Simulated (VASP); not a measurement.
# Ge (I4_122) in VASP: further runs

Ge is run at these levels: PBE; tasks: single point, relaxation of cell and atoms.

Program: VASP 6.6.1. These are calculated values, not measurements. Logs are shortened: lines on timing, memory, paths and dates and some standing lists are left out, and cuts for length are marked.

## 1. The cell of the first run

It takes space group I4_122 (No. 98, tetragonal). Conventional cell: a = 4.385 Å, b = 4.385 Å, c = 8.746 Å, α = 90.00°, β = 90.00°, γ = 90.00°. Ge (site symmetry 2) has 4 Ge at 2.29 to 2.51 Å within 3.0 Å.

The cell was generated, and may not be a known phase.

## 2. Single point, PBE

Contents of INCAR:

```
SYSTEM = Ge
PREC = Accurate
ENCUT = 520
EDIFF = 1E-6
ISMEAR = 0
SIGMA = 0.1
LREAL = .False.
LASPH = .True.
NELM = 80
ALGO = Normal
ISIF = 2
LWAVE = .False.
LCHARG = .False.
GGA = PE
NBANDS = 36
```

Contents of KPOINTS:

```
regular mesh
0
Gamma
  6 6 6
  0 0 0
```

Contents of POSCAR:

```
Ge
1.0
   -2.1925173100      2.1925173100      4.3729931900
    2.1925173100     -2.1925173100      4.3729931900
    2.1925173100      2.1925173100     -4.3729931900
Ge
4
Direct
    0.3750000000      0.9863820100      0.1113820100
    0.7363820100      0.1250000000      0.1113820100
    0.0136179900      0.6250000000      0.8886179900
    0.8750000000      0.2636179900      0.8886179900
```

Potentials or basis: VASP PAW PBE potentials, release 64 (Ge_d).

Run with:

```sh
$ cat potpaw_PBE.64/Ge_d/POTCAR > POTCAR
$ mpirun -np 1 vasp_std > vasp.out
```

OUTCAR:

```text
SYSTEM = Ge
   PREC = Accurate
   ENCUT = 520
   EDIFF = 1E-6
   ISMEAR = 0
   LREAL = .False.
   LASPH = .True.
   NELM = 80
   ISIF = 2
   GGA = PE

 ion  position               nearest neighbor table
   1  0.375  0.986  0.111-   2 2.29   3 2.29   4 2.51   4 2.51
   2  0.736  0.125  0.111-   1 2.29   4 2.29   3 2.51   3 2.51
   3  0.014  0.625  0.889-   1 2.29   4 2.29   2 2.51   2 2.51
   4  0.875  0.264  0.889-   2 2.29   3 2.29   1 2.51   1 2.51

  LATTYP: Found a body centered tetragonal cell.
 ALAT       =     4.3850346200
 C/A-ratio  =     1.9945079430

  Lattice vectors:

 A1 = (  -2.1925173100,   2.1925173100,   4.3729931900)
 A2 = (   2.1925173100,  -2.1925173100,   4.3729931900)
 A3 = (   2.1925173100,   2.1925173100,  -4.3729931900)

Analysis of symmetry for initial positions (statically):
=====================================================================
 Subroutine PRICEL returns:
 Original cell was already a primitive cell.

 Routine SETGRP: Setting up the symmetry group for a
 body centered tetragonal supercell.

 Subroutine GETGRP returns: Found  8 space group operations
 (whereof  4 operations were pure point group operations)
 out of a pool of 16 trial point group operations.

The static configuration has the point symmetry D_2 .
 The point group associated with its full space group is D_4 .

Analysis of symmetry for dynamics (positions and initial velocities):
=====================================================================
 Subroutine PRICEL returns:
 Original cell was already a primitive cell.

 Routine SETGRP: Setting up the symmetry group for a
 body centered tetragonal supercell.

 Subroutine GETGRP returns: Found  8 space group operations
 (whereof  4 operations were pure point group operations)
 out of a pool of 16 trial point group operations.

The dynamic configuration has the point symmetry D_2 .
 The point group associated with its full space group is D_4 .

 Subroutine INISYM returns: Found  8 space group operations
 (whereof  4 operations are pure point group operations),
 and found     1 'primitive' translations

----------------------------------------------------------------------------------------

                                     Primitive cell

  volume of cell :      84.0862

  direct lattice vectors                    reciprocal lattice vectors
[... 90 lines left out ...]
   NELM   =     80;   NELMIN=  2; NELMDL= -5     # of ELM steps
   EDIFF  = 0.1E-05   stopping-criterion for ELM
   LREAL  =      F    real-space projection
   EDIFFG = 0.1E-04   stopping-criterion for IOM
   NSW    =      0    number of steps for IOM
   IBRION =     -1    ionic relax: 0-MD 1-quasi-New 2-CG
   NFREE  =      0    steps in history (QN), initial steepest desc. (CG)
   ISIF   =      2    stress and relaxation
   ISYM   =      2    0-nonsym 1-usesym 2-fastsym
   POTIM  = 0.5000    time-step for ionic-motion
   TEBEG  =    0.0;   TEEND  =   0.0 temperature during run
   PSTRESS=    0.0 pullay stress
   NELECT =      56.0000    total number of electrons
   NUPDOWN=      -1.0000    fix difference up-down
   EMIN   =  10.00;   EMAX   =-10.00  energy-range for DOS
   EFERMI =   0.00;   METHOD = LEGACY
   ISMEAR =     0;   SIGMA  =   0.10  broadening in eV -4-tet -1-fermi 0-gaus
   EFERMI_NEDOS =   21; number of points for ismear=-14 and -15
   IALGO  =     38    algorithm
   IMIX   =      4    mixing-type and parameters
     AMIX     =   0.40;   BMIX     =  1.00
     AMIX_MAG =   1.60;   BMIX_MAG =  1.00
  volume/ion in A,a.u.               =      21.02       141.86
  Fermi-wavevector in a.u.,A,eV,Ry     =   1.429648  2.701644 27.808871  2.043894
  Thomas-Fermi vector in A             =   2.549579
   LORBIT       =      0    0 simple, 1 ext, 2 COOP (PROOUT), +10 PAW based schemes
   GGA     = PE    functional components
   LHFCALC =     F    Hartree Fock is set to
   AEXX    =    0.0000 exact exchange contribution
   IVDW    =     0    specifies the selected vdW correction
   LEPSILON=     F    determine dielectric tensor
   LRPA    =     F    only Hartree local field effects (RPA)
 non-spin polarized calculation
 Gauss-broadening in eV      SIGMA  =   0.10
  energy-cutoff  :      520.00
  volume of cell :       84.09
 maximum number of plane-waves:      2312
   NGX = 19   NGY = 19   NGZ = 19

 number of electron      56.0000040 magnetization

 Free energy of the ion-electron system (eV)
  ---------------------------------------------------
  ext. energy  EPLUGINS =         0.00000000
  ---------------------------------------------------
  free energy    TOTEN  =       -15.44097137 eV

  energy without entropy =      -15.43511530  energy(sigma->0) =      -15.43804334

 E-fermi :   5.6245     XC(G=0): -10.3419

 val. band max:        5.5291783753   @ k =  -0.3333  -0.3333   0.1667
 cond. band min:       5.6488413187   @ k =  -0.3333   0.5000   0.3333
 fundamental gap:      0.1196629434
 Fermi energy:         5.6245400916

 k-point     1 :       0.0000    0.0000    0.0000
  band No.  band energies     occupation
      1     -19.6345      2.00000
      2     -19.3593      2.00000
      3     -19.3593      2.00000
      4     -19.3001      2.00000
      5     -19.2763      2.00000
      6     -19.2710      2.00000
[... 925 lines left out ...]
     35      12.1903      0.00000
     36      12.5999      0.00000

 [... further k-points ...]

------------------------ aborting loop because EDIFF is reached ----------------------------------------

  FORCE on cell =-STRESS in cart. coord.  units (eV):
  Direction    XX          YY          ZZ          XY          YZ          ZX
  --------------------------------------------------------------------------------------
  -------------------------------------------------------------------------------------
  Total        3.1672381      3.1672381     17.9538334      0.0000000      0.0000000      0.0000000
  in kB       60.3484948     60.3484948    342.0920008      0.0000000      0.0000000      0.0000000
  external PRESSURE =     154.2629968 kB  Pullay stress =       0.0000000 kB

 VOLUME and BASIS-vectors are now :
 -----------------------------------------------------------------------------
  energy-cutoff  :      520.00
  volume of cell :       84.09
      direct lattice vectors                 reciprocal lattice vectors
    -2.192517310  2.192517310  4.372993190     0.000000000  0.228048371  0.114338161
     2.192517310 -2.192517310  4.372993190     0.228048371  0.000000000  0.114338161
     2.192517310  2.192517310 -4.372993190     0.228048371  0.228048371  0.000000000

 POSITION                                       TOTAL-FORCE (eV/Angst)
 -----------------------------------------------------------------------------------
      1.58467     -1.09626      5.46624         0.337037      0.000000      0.000000
     -1.09626      1.58467      3.27974         0.000000      0.337037      0.000000
      3.28878      0.60784     -1.09325         0.000000     -0.337037      0.000000
      0.60784      3.28878      1.09325        -0.337037      0.000000      0.000000
 -----------------------------------------------------------------------------------
    total drift:                                0.000000     -0.000000     -0.000000

  FREE ENERGIE OF THE ION-ELECTRON SYSTEM (eV)
  ---------------------------------------------------
  free  energy   TOTEN  =       -15.4409713735 eV

  energy  without entropy=      -15.4351152970  energy(sigma->0) =      -15.43804334
```

stdout:

```text
POSCAR found type information on POSCAR Ge
 POSCAR found :  1 types and       4 ions
 scaLAPACK will be used
 LDA part: xc-table for (Slater+PW92), standard interpolation
 POSCAR, INCAR and KPOINTS ok, starting setup
 FFT: planning ... GRIDC
 FFT: planning ... GRID_SOFT
 FFT: planning ... GRID
 WAVECAR not read
 entering main loop
```

It took 60 s on 1 thread of Intel Xeon 6975P-C (Granite Rapids), shared host; peak memory 0.26 GiB.

Results:

```yaml
Free_energy: -15.4410 eV
Pressure: 15.4 GPa
Largest_force: 0.337 eV/Å
Band_gap_on_the_k_mesh: zero (bands 28 and 29 overlap by 1.28 eV)
```

Forces on the atoms (eV/Å):
```
Ge   0.337  0.000  0.000
Ge   0.000  0.337  0.000
Ge   0.000 -0.337  0.000
Ge  -0.337  0.000  0.000
```

Caveat: the stress differs along the axes, from 6 to 34 GPa.

## 3. Relaxation of cell and atoms, PBE

Contents of INCAR:

```
SYSTEM = Ge
PREC = Accurate
ENCUT = 600
EDIFF = 1E-6
ISMEAR = 0
SIGMA = 0.1
LREAL = .False.
LASPH = .True.
NELM = 60
ALGO = Normal
ISIF = 3
LWAVE = .False.
LCHARG = .False.
GGA = PE
IBRION = 2
NSW = 90
EDIFFG = -0.04
```

Contents of KPOINTS:

```
Automatic mesh
0
Gamma
  6 6 6
  0 0 0
```

POSCAR is that of step 2.

Potentials or basis: VASP PAW PBE potentials, release 64 (Ge_d).

Run with:

```sh
$ cat potpaw_PBE.64/Ge_d/POTCAR > POTCAR
$ mpirun -np 1 vasp_std > vasp.out
```

Wall time 22 min (1 thread of Intel Xeon 6975P-C (Granite Rapids), shared host); peak memory 0.38 GiB.

The run converged. Its results:

| Quantity | Value |
| --- | --- |
| Free energy | -17.0433 eV |
| Relaxed volume | 19.94 Å³/atom |
| Relaxed cell | a = 6.028 Å, b = 6.028 Å, c = 6.028 Å, α = 142.74°, β = 142.74°, γ = 53.71° |
| Space group after relaxing (to 0.1 Å) | Pm-3m (No. 221) |
| Energy gained by relaxing | 400.5 meV/atom |
| Ionic steps | 25 |
| Pressure after relaxing | 0.1 GPa |
| Largest force after relaxing | 0.020 eV/Å |
| Band gap on the k mesh | zero (bands 28 and 29 overlap by 3.75 eV) |

Forces on the atoms (eV/Å):
```
Ge  -0.020  0.000  0.000
Ge   0.000 -0.020  0.000
Ge   0.000  0.020  0.000
Ge   0.020  0.000  0.000
```

Stress tensor (GPa, compression positive):
```
 0.12  0.00  0.00
 0.00  0.12  0.00
 0.00  0.00 -0.08
```

Step by step:
```csv
step,energy change (eV),largest force (eV/Å),pressure (GPa),volume (Å³)
1,0.0000,0.3371,15.44,84.09
2,-0.7990,0.4317,-4.49,110.29
3,-1.0502,0.4100,0.09,99.33
4,-1.0500,0.4186,-0.37,99.85
5,-1.0810,0.3367,-0.61,99.63
6,-1.1378,0.1068,-1.41,99.02
7,-1.1546,0.2418,-3.46,97.73
8,-1.1626,0.1547,-2.86,98.17
9,-1.1800,0.1452,-2.60,97.09
10,-1.2277,0.0751,-2.06,93.88
11,-1.3266,0.1775,-0.57,87.61
12,-1.3486,0.6867,6.34,75.68
13,-1.3764,0.4705,3.10,80.13
14,-1.4021,0.5230,3.37,79.05
15,-1.4538,0.5176,4.73,75.82
16,-1.5144,0.3903,3.72,76.54
17,-1.5897,0.0568,0.95,78.70
18,-1.5912,0.0115,1.20,78.40
19,-1.5912,0.0012,1.16,78.45
20,-1.5973,0.0342,0.68,78.95
21,-1.5995,0.0601,0.32,79.38
22,-1.5998,0.0700,0.15,79.58
23,-1.5998,0.0718,0.12,79.62
24,-1.6006,0.0580,0.13,79.65
25,-1.6021,0.0196,0.05,79.75
```

Final structure:
```yaml
crystal:
  lattice:
    - [-1.92549, 1.92549, 5.37765]
    - [1.92549, -1.92549, 5.37765]
    - [1.92549, 1.92549, -5.37765]
  atoms:
    - { symbol: Ge, position: [0.37500, 0.87605, 0.00105] }
    - { symbol: Ge, position: [0.62605, 0.12500, 0.00105] }
    - { symbol: Ge, position: [0.12395, 0.62500, 0.99895] }
    - { symbol: Ge, position: [0.87500, 0.37395, 0.99895] }
```

Levels at points of the mesh, in eV from the Fermi level:
```tsv
k point	band 26	band 27	band 28	band 29	band 30	band 31
(0.00, 0.00, 0.00)	-1.48	-1.48	-1.48	-1.48	4.28	4.28
(0.50, 0.00, 0.00)	-1.60	0.37	0.40	1.19	1.19	2.37
(0.50, 0.50, 0.00)	-4.45	-4.45	-2.65	-2.46	2.78	2.78
(0.50, 0.50, 0.50)	-0.63	-0.42	-0.42	0.13	0.34	0.34
```

The gap in the log of VASP goes by the Fermi energy; the results here count the filled bands.